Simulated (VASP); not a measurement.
Here is a VASP 6.6.1 calculation.

POSCAR

```
C
1.0
    2.5909913508      0.0000000000      0.0000000000
   -1.2954956754      2.2438643307      0.0000000000
    0.0000000000      0.0000000000      8.5467319818
C
8
Direct
    0.0000000000      0.0000000000      0.0929510801
    0.0000000000      0.0000000000      0.5929510801
    0.0000000000      0.0000000000      0.4070489199
    0.0000000000      0.0000000000      0.9070489199
    0.3333333333      0.6666666667      0.1553183338
    0.6666666667      0.3333333333      0.6553183338
    0.3333333333      0.6666666667      0.3446816662
    0.6666666667      0.3333333333      0.8446816662
```

File INCAR.step1:

```
SYSTEM = C
PREC = Accurate ; ENCUT = 520
ISMEAR = 0 ; SIGMA = 0.02
LREAL = .FALSE. ; LASPH = .TRUE.
NELM = 80 ; NBANDS = 26
GGA = PE ; ALGO = Normal
EDIFF = 1E-4 ; LWAVE = .TRUE.
LCHARG = .FALSE.
```

Contents of INCAR.step2:

```
SYSTEM = C
PREC = Accurate ; ENCUT = 520
EDIFF = 1E-6 ; ISMEAR = 0
SIGMA = 0.02 ; LREAL = .FALSE.
LASPH = .TRUE. ; NELM = 80
ALGO = Normal ; ISIF = 2
LWAVE = .FALSE. ; LCHARG = .FALSE.
METAGGA = R2SCAN ; LMIXTAU = .TRUE.
NBANDS = 26 ; ISTART = 1
```

File KPOINTS:

```
regular mesh
0
G
  12 12 4
  0 0 0
```

Potentials or basis: VASP PAW PBE potentials, release 64 (C).

The run is started by

```console
$ cat potpaw_PBE.64/C/POTCAR > POTCAR
$ cp INCAR.step1 INCAR
$ mpirun -np 1 vasp_std > vasp.out
$ cp INCAR.step2 INCAR
$ mpirun -np 1 vasp_std > vasp.out
```

Task: Estimate the largest force.

Result: 0.003 eV/Å.

Task: What does it give for the pressure?

Result: -35.3 GPa.

Task: Estimate the band gap on the k mesh.

Result: 4.54 eV (least direct gap 5.36 eV).

Forces on the atoms (eV/Å):
```
C    0.000  0.000  0.002
C    0.000  0.000  0.002
C    0.000  0.000 -0.002
C    0.000  0.000 -0.002
C    0.000  0.000  0.003
C    0.000  0.000  0.003
C    0.000  0.000 -0.003
C    0.000  0.000 -0.003
```

Caveat: the cell stands under tension; the PAW data sets were made with another functional, which shifts forces and pressure a little. A k mesh can miss the band edges.
